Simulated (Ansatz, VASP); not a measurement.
**One calculation of Os, two programs**

```
Os
1.0
     2.66393    0.00000    0.00000
    -1.33197    2.30703    0.00000
     0.00000    0.00000    2.56904
Os
1
Direct
  0.00000 0.00000 0.00000
```

Alike in both runs: functional PBE; k mesh 18 × 18 × 16; occupations gaussian, width 0.1 eV; no spin polarisation.

Ansatz relaxed the structure, and its values are those at the end. VASP's run is a single point on that final structure, the one shown.

|  | VASP | Ansatz |
| --- | --- | --- |
| version | VASP 6.6.1 | Ansatz 0.2.0 |
| potentials or method | VASP PAW PBE potentials, release 64 (Os), cutoff 520 eV | scalar-relativistic, plane waves, PAW |
| valence electrons in the cell | 8 | 16 |

VASP gave:

| Item | Value |
| --- | --- |
| gap on the k mesh at the Fermi level (eV) | none |
| pressure (GPa) | -0.1 |

Task: Estimate Ansatz's values.

Result: gap on the k mesh at the Fermi level (eV): none; pressure (GPa): 0.0.

A gap of «none» marks a metal or a gap that the smearing closes. VASP's potentials hold 8 valence electrons a cell and Ansatz's 16, so a difference there can come from the potentials and not from the codes.

Spin-orbit coupling is off throughout.
